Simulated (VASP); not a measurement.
# TiO2 (P4_2/mnm) in VASP: further runs, part 2 of 2

VASP 6.6.1. Earlier steps stand in the parts before.

## 3. Single point, r2SCAN+U, collinear spin

Input file POSCAR:

```
TiO2
1.0
    4.5940000000      0.0000000000      0.0000000000
    0.0000000000      4.5940000000      0.0000000000
    0.0000000000      0.0000000000      2.9590000000
Ti O
2 4
Direct
    0.0000000000      0.0000000000      0.0000000000
    0.5000000000      0.5000000000      0.5000000000
    0.3060000000      0.3060000000      0.0000000000
    0.1940000000      0.8060000000      0.5000000000
    0.6940000000      0.6940000000      0.0000000000
    0.8060000000      0.1940000000      0.5000000000
```

Input file INCAR.step1:

```
SYSTEM = TiO2
PREC     = Accurate       ! precision mode
ENCUT    = 660            ! plane-wave cutoff, eV
ISMEAR   = 0              ! smearing method
SIGMA    = 0.05           ! smearing width, eV
LREAL    = .False.        ! projectors in reciprocal space
LASPH    = .True.         ! aspherical terms in the spheres
NELM     = 200            ! most SCF steps
ISPIN    = 2              ! spin polarisation
MAGMOM   = 1 1 0 0 0 0    ! initial moments
LMAXMIX  = 4              ! l up to which the mixer works
LDAU     = .True.         ! DFT+U
LDAUTYPE = 2            
LDAUL    = 2 -1           ! shell
LDAUU    = 1.1 0          ! U, eV
LDAUJ    = 0 0          
NBANDS   = 37             ! bands
GGA      = PE             ! functional
ALGO     = Normal         ! electronic algorithm
EDIFF    = 1E-5           ! SCF threshold, eV
LWAVE    = .True.         ! write WAVECAR
LCHARG   = .False.        ! write CHGCAR
GGA_COMPAT= .False.
```

Input file INCAR.step2:

```
SYSTEM = TiO2
PREC     = Accurate       ! precision mode
ENCUT    = 660            ! plane-wave cutoff, eV
EDIFF    = 1E-6           ! SCF threshold, eV
ISMEAR   = 0              ! smearing method
SIGMA    = 0.05           ! smearing width, eV
LREAL    = .False.        ! projectors in reciprocal space
LASPH    = .True.         ! aspherical terms in the spheres
NELM     = 200            ! most SCF steps
ALGO     = Normal         ! electronic algorithm
ISIF     = 2              ! what is computed and relaxed
LWAVE    = .False.        ! write WAVECAR
LCHARG   = .False.        ! write CHGCAR
ISPIN    = 2              ! spin polarisation
MAGMOM   = 1 1 0 0 0 0    ! initial moments
LORBIT   = 11             ! projections on sites
LMAXMIX  = 4              ! l up to which the mixer works
LDAU     = .True.         ! DFT+U
LDAUTYPE = 2            
LDAUL    = 2 -1           ! shell
LDAUU    = 1.1 0          ! U, eV
LDAUJ    = 0 0          
LDAUPRINT= 1            
METAGGA  = R2SCAN         ! meta-GGA
LMIXTAU  = .True.       
NBANDS   = 37             ! bands
ISTART   = 1            
GGA_COMPAT= .False.
```

Input file KPOINTS:

```
Automatic mesh
0
Gamma
  4 4 7
  0 0 0
```

Potentials or basis: VASP PAW PBE potentials, release 64 (Ti_sv, O).

Started as:

```sh
cat potpaw_PBE.64/Ti_sv/POTCAR potpaw_PBE.64/O/POTCAR > POTCAR
cp INCAR.step1 INCAR
mpirun -np 1 vasp_std > vasp.out
cp INCAR.step2 INCAR
mpirun -np 1 vasp_std > vasp.out
```

OUTCAR:

```text
SYSTEM = TiO2
   PREC = Accurate
   ENCUT = 660
   EDIFF = 1E-6
   ISMEAR = 0
   LREAL = .False.
   LASPH = .True.
   NELM = 200
   ISIF = 2
   ISPIN = 2
   LORBIT = 11
   METAGGA = R2SCAN
   ISTART = 1

 ion  position               nearest neighbor table
   1  0.000  0.000  0.000-   4 1.94   6 1.94   4 1.94   6 1.94   5 1.99   3 1.99
   2  0.500  0.500  0.500-   3 1.94   5 1.94   3 1.94   5 1.94   4 1.99   6 1.99
   3  0.306  0.306  0.000-   2 1.94   2 1.94   1 1.99
   4  0.194  0.806  0.500-   1 1.94   1 1.94   2 1.99
   5  0.694  0.694  0.000-   2 1.94   2 1.94   1 1.99
   6  0.806  0.194  0.500-   1 1.94   1 1.94   2 1.99

  LATTYP: Found a simple tetragonal cell.
 ALAT       =     4.5940000000
 C/A-ratio  =     0.6441010013

  Lattice vectors:

 A1 = (   4.5940000000,   0.0000000000,   0.0000000000)
 A2 = (   0.0000000000,   4.5940000000,   0.0000000000)
 A3 = (   0.0000000000,   0.0000000000,   2.9590000000)

Analysis of symmetry for initial positions (statically):
=====================================================================
 Subroutine PRICEL returns:
 Original cell was already a primitive cell.

[... 2157 lines left out ...]
  Total        1.0639767      1.0639767      1.6855213      0.0000000      0.0000000      0.0000000
  in kB       27.2970514     27.2970514     43.2432057      0.0000000      0.0000000      0.0000000
  external PRESSURE =      32.6124362 kB  Pullay stress =       0.0000000 kB

 VOLUME and BASIS-vectors are now :
 -----------------------------------------------------------------------------
  energy-cutoff  :      660.00
  volume of cell :       62.45
      direct lattice vectors                 reciprocal lattice vectors
     4.594000000  0.000000000  0.000000000     0.217675229  0.000000000  0.000000000
     0.000000000  4.594000000  0.000000000     0.000000000  0.217675229  0.000000000
     0.000000000  0.000000000  2.959000000     0.000000000  0.000000000  0.337952011

 POSITION                                       TOTAL-FORCE (eV/Angst)
 -----------------------------------------------------------------------------------
      0.00000      0.00000      0.00000         0.000000      0.000000      0.000000
      2.29700      2.29700      1.47950         0.000000      0.000000      0.000000
      1.40576      1.40576      0.00000        -0.186142     -0.186142      0.000000
      0.89124      3.70276      1.47950         0.186142     -0.186142      0.000000
      3.18824      3.18824      0.00000         0.186142      0.186142      0.000000
      3.70276      0.89124      1.47950        -0.186142      0.186142      0.000000
 -----------------------------------------------------------------------------------
    total drift:                                0.000000      0.000000     -0.000000

  FREE ENERGIE OF THE ION-ELECTRON SYSTEM (eV)
  ---------------------------------------------------
  free  energy   TOTEN  =       -68.3617740206 eV

  energy  without entropy=      -68.3617740206  energy(sigma->0) =      -68.36177402

 total charge

# of ion       s       p       d       tot
------------------------------------------
    1        2.221   6.308   1.608  10.136
    2        2.221   6.308   1.608  10.136
    3        1.572   3.545   0.000   5.117
    4        1.572   3.545   0.000   5.117
    5        1.572   3.545   0.000   5.117
    6        1.572   3.545   0.000   5.117
--------------------------------------------------
tot         10.732  26.794   3.215  40.742

 magnetization (x)

# of ion       s       p       d       tot
------------------------------------------
    1        0.000   0.000   0.000   0.000
    2        0.000   0.000   0.000   0.000
    3       -0.000  -0.000   0.000  -0.000
    4       -0.000  -0.000   0.000  -0.000
    5       -0.000  -0.000   0.000  -0.000
    6       -0.000  -0.000   0.000  -0.000
--------------------------------------------------
tot         -0.000  -0.000   0.000  -0.000
```

OUTCAR.step1:

```text
SYSTEM = TiO2
   PREC = Accurate
   ENCUT = 660
   ISMEAR = 0
   LREAL = .False.
   LASPH = .True.
   NELM = 200
[... 2136 lines left out ...]
      0.89124      3.70276      1.47950         0.210964     -0.210964      0.000000
      3.18824      3.18824      0.00000         0.210964      0.210964     -0.000000
      3.70276      0.89124      1.47950        -0.210964      0.210964     -0.000000
 -----------------------------------------------------------------------------------
    total drift:                                0.000000      0.000000     -0.000000

  FREE ENERGIE OF THE ION-ELECTRON SYSTEM (eV)
  ---------------------------------------------------
  free  energy   TOTEN  =       -52.1489731461 eV

  energy  without entropy=      -52.1489731461  energy(sigma->0) =      -52.14897315
```

OSZICAR.step1:

```text
N       E                     dE             d eps       ncg     rms          rms(c)
DAV:   1     0.707892675783E+03    0.70789E+03   -0.27419E+04  3552   0.181E+03
DAV:   2     0.320915857089E+02   -0.67580E+03   -0.61837E+03  3692   0.515E+02
DAV:   3    -0.636934427752E+02   -0.95785E+02   -0.93155E+02  4530   0.186E+02
DAV:   4    -0.695465220774E+02   -0.58531E+01   -0.58285E+01  5166   0.416E+01
DAV:   5    -0.697645525929E+02   -0.21803E+00   -0.21798E+00  4613   0.633E+00    0.334E+01
DAV:   6    -0.525061430225E+02    0.17258E+02   -0.47238E+01  4701   0.799E+01    0.112E+01
DAV:   7    -0.523540092472E+02    0.15213E+00   -0.78306E+00  3977   0.271E+01    0.954E+00
DAV:   8    -0.523040572817E+02    0.49952E-01   -0.33995E-01  4268   0.386E+00    0.805E+00
DAV:   9    -0.524017069573E+02   -0.97650E-01   -0.84069E-01  5187   0.130E+01    0.470E+00
DAV:  10    -0.522298757414E+02    0.17183E+00   -0.19034E-01  4302   0.413E+00    0.256E+00
DAV:  11    -0.521579994101E+02    0.71876E-01   -0.11387E-01  4888   0.308E+00    0.931E-01
DAV:  12    -0.521505320120E+02    0.74674E-02   -0.15506E-02  5260   0.134E+00    0.503E-01
DAV:  13    -0.521494656415E+02    0.10664E-02   -0.30195E-03  3968   0.377E-01    0.341E-01
DAV:  14    -0.521493353956E+02    0.13025E-03   -0.18177E-04  4029   0.116E-01    0.255E-01
DAV:  15    -0.521490804027E+02    0.25499E-03   -0.40802E-04  4099   0.123E-01    0.109E-01
DAV:  16    -0.521489805889E+02    0.99814E-04   -0.15669E-04  3713   0.737E-02    0.385E-02
DAV:  17    -0.521489731461E+02    0.74428E-05   -0.27135E-05  2934   0.271E-02
   1 F= -.52148973E+02 E0= -.52148973E+02  d E =-.110338E-18  mag=    -0.0000
```

It took 19 min on 1 thread of Intel Xeon 8259CL, shared host; peak memory 0.32 GiB.

What came out:

- Free energy: -68.3618 eV
- Pressure: 3.3 GPa
- Largest force: 0.263 eV/Å
- Band gap on the k mesh: 2.43 eV
- Net moment: 0.00 μB per cell
- Valence electrons inside the program's atomic spheres: Ti 10.14; O 5.12

Forces on the atoms (eV/Å):
```
Ti   0.000  0.000  0.000
Ti   0.000  0.000  0.000
O   -0.186 -0.186  0.000
O    0.186 -0.186  0.000
O    0.186  0.186  0.000
O   -0.186  0.186  0.000
```

Eigenvalues of the final occupation matrices:
| site | spin | trace | eigenvalues |
| --- | --- | --- | --- |
| site 1 d | 1 | 0.82 | 0.09 0.10 0.10 0.25 0.28 |
| site 1 d | 2 | 0.82 | 0.09 0.10 0.10 0.25 0.28 |
| site 2 d | 1 | 0.82 | 0.09 0.10 0.10 0.25 0.28 |
| site 2 d | 2 | 0.82 | 0.09 0.10 0.10 0.25 0.28 |

Caveat: the cell stands under pressure; the PAW data sets were made with another functional, which shifts forces and pressure a little; an odd mesh through Γ misses points on the zone boundary, where band edges can lie.

## 4. Single point, r2SCAN+U, collinear spin

POSCAR is that of step 3.

Input file INCAR.step1:

```
SYSTEM = TiO2
PREC     = Accurate       ! precision mode
ENCUT    = 660            ! plane-wave cutoff, eV
ISMEAR   = 0              ! smearing method
SIGMA    = 0.05           ! smearing width, eV
LREAL    = .FALSE.        ! projectors in reciprocal space
LASPH    = .TRUE.         ! aspherical terms in the spheres
NELM     = 200            ! most SCF steps
ISPIN    = 2              ! spin polarisation
MAGMOM   = 0.1 0.1 0 0 0 0 ! initial moments
LMAXMIX  = 4              ! l up to which the mixer works
LDAU     = .TRUE.         ! DFT+U
LDAUTYPE = 2            
LDAUL    = 2 -1           ! shell
LDAUU    = 1.1 0          ! U, eV
LDAUJ    = 0 0          
NBANDS   = 37             ! bands
GGA      = PE             ! functional
ALGO     = Normal         ! electronic algorithm
EDIFF    = 1E-5           ! SCF threshold, eV
LWAVE    = .TRUE.         ! write WAVECAR
LCHARG   = .FALSE.        ! write CHGCAR
GGA_COMPAT= .FALSE.
```

Input file INCAR.step2:

```
SYSTEM = TiO2
PREC     = Accurate       ! precision mode
ENCUT    = 660            ! plane-wave cutoff, eV
EDIFF    = 1E-6           ! SCF threshold, eV
ISMEAR   = 0              ! smearing method
SIGMA    = 0.05           ! smearing width, eV
LREAL    = .FALSE.        ! projectors in reciprocal space
LASPH    = .TRUE.         ! aspherical terms in the spheres
NELM     = 200            ! most SCF steps
ALGO     = Normal         ! electronic algorithm
ISIF     = 2              ! what is computed and relaxed
LWAVE    = .FALSE.        ! write WAVECAR
LCHARG   = .TRUE.         ! write CHGCAR
ISPIN    = 2              ! spin polarisation
MAGMOM   = 0.1 0.1 0 0 0 0 ! initial moments
LORBIT   = 11             ! projections on sites
LMAXMIX  = 4              ! l up to which the mixer works
LDAU     = .TRUE.         ! DFT+U
LDAUTYPE = 2            
LDAUL    = 2 -1           ! shell
LDAUU    = 1.1 0          ! U, eV
LDAUJ    = 0 0          
LDAUPRINT= 1            
METAGGA  = R2SCAN         ! meta-GGA
LMIXTAU  = .TRUE.       
LELF     = .TRUE.         ! ELF
LVHAR    = .TRUE.       
NBANDS   = 37             ! bands
ISTART   = 1            
GGA_COMPAT= .FALSE.
```

Input file KPOINTS:

```
regular mesh
0
G
  4 4 7
  0 0 0
```

Started as:

```sh
cat potpaw_PBE.64/Ti_sv/POTCAR potpaw_PBE.64/O/POTCAR > POTCAR
cp INCAR.step1 INCAR
mpirun -np 1 vasp_std > vasp.out
cp INCAR.step2 INCAR
mpirun -np 1 vasp_std > vasp.out
```

Wall time 19 min (1 thread of Intel Xeon 8259CL, shared host); peak memory 0.32 GiB.

The run converged. Its results:

* Free energy: -68.3618 eV
* Pressure: 3.3 GPa
* Largest force: 0.263 eV/Å
* Band gap on the k mesh: 2.43 eV
* Net moment: 0.00 μB per cell
* Valence electrons inside the program's atomic spheres: Ti 10.14; O 5.12

Forces in eV/Å, atoms in the order of the input:
```
Ti   0.000  0.000  0.000
Ti   0.000  0.000  0.000
O   -0.186 -0.186  0.000
O    0.186 -0.186  0.000
O    0.186  0.186  0.000
O   -0.186  0.186  0.000
```

Stress tensor (GPa, compression positive):
```
2.73 0.00 0.00
0.00 2.73 0.00
0.00 0.00 4.32
```

Levels at points of the mesh, in eV from the valence-band top:
Spin up:
```
           k point  band 22  band 23  band 24  band 25  band 26  band 27
(0.00, 0.00, 0.00)    -0.48    -0.48     0.00     2.43     2.77     2.99
(0.50, 0.00, 0.00)    -1.69    -0.78    -0.78     3.12     3.12     3.57
(0.50, 0.50, 0.00)    -1.41    -1.10    -1.10     2.46     2.46     3.08
```
Spin down:
```csv
k point,band 20,band 21,band 22,band 23,band 24,band 25,band 26,band 27,band 28,band 29
"(0.00, 0.00, 0.00)",-2.10,-0.78,-0.48,-0.48,0.00,2.43,2.77,2.99,3.06,3.06
"(0.50, 0.00, 0.00)",-3.10,-1.69,-1.69,-0.78,-0.78,3.12,3.12,3.57,3.57,4.12
"(0.50, 0.50, 0.00)",-2.15,-1.41,-1.41,-1.10,-1.10,2.46,2.46,3.08,3.08,4.37
```

Eigenvalues of the final occupation matrices:
| site | spin | trace | eigenvalues |
| --- | --- | --- | --- |
| site 1 d | 1 | 0.82 | 0.09 0.10 0.10 0.25 0.28 |
| site 1 d | 2 | 0.82 | 0.09 0.10 0.10 0.25 0.28 |
| site 2 d | 1 | 0.82 | 0.09 0.10 0.10 0.25 0.28 |
| site 2 d | 2 | 0.82 | 0.09 0.10 0.10 0.25 0.28 |

Caveat: the cell stands under pressure; the PAW data sets were made with another functional, which shifts forces and pressure a little; an odd mesh through Γ misses points on the zone boundary, where band edges can lie.
